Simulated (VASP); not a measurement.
Wanted: the native input for a VASP 6.6.1 run.

```yaml
Task: single point
Functional: PBEsol
Potentials_or_basis: VASP PAW PBE potentials, release 64 (B, N)
Cutoff: 600 eV
k_mesh: 7 × 7 × 7
Occupations: gaussian, width 0.01 eV
Spin: no spin polarisation
Dipole_correction: no
Further_INCAR_settings: ALGO = Normal; EDIFF = 1e-06; NBANDS = 11
```

The structure of BN lies in POSCAR:

```
BN
1.0
    0.0000000000      1.8075000000      1.8075000000
    1.8075000000      0.0000000000      1.8075000000
    1.8075000000      1.8075000000      0.0000000000
B N
1 1
Direct
    0.0000000000      0.0000000000      0.0000000000
    0.7500000000      0.7500000000      0.7500000000
```

One way to write it, as run:

INCAR

```
SYSTEM = BN
PREC = Accurate
ENCUT = 600
EDIFF = 1E-6
ISMEAR = 0
SIGMA = 0.01
LREAL = .False.
LASPH = .True.
NELM = 120
ALGO = Normal
ISIF = 2
LWAVE = .False.
LCHARG = .False.
GGA = PS
NBANDS = 11
GGA_COMPAT = .False.
```

KPOINTS

```
regular mesh
0
Gamma
  7 7 7
  0 0 0
```

Potentials or basis: VASP PAW PBE potentials, release 64 (B, N).

Launch:

```sh
$ cat potpaw_PBE.64/B/POTCAR potpaw_PBE.64/N/POTCAR > POTCAR
$ mpirun -np 1 vasp_std > vasp.out
```

It gave:

The pressure is -2.6 GPa. The band gap on the k mesh is 4.54 eV (least direct gap 8.76 eV).

Caveat: the k points lie up to 0.43 Å⁻¹ apart; the PAW data sets were made with another functional, which shifts forces and pressure a little; an odd mesh through Γ misses points on the zone boundary, where band edges can lie.

Run time: 2.9 s on 1 thread of Intel(R) Xeon(R) Platinum 8488C (Sapphire Rapids) (shared host), peak memory 0.11 GiB.
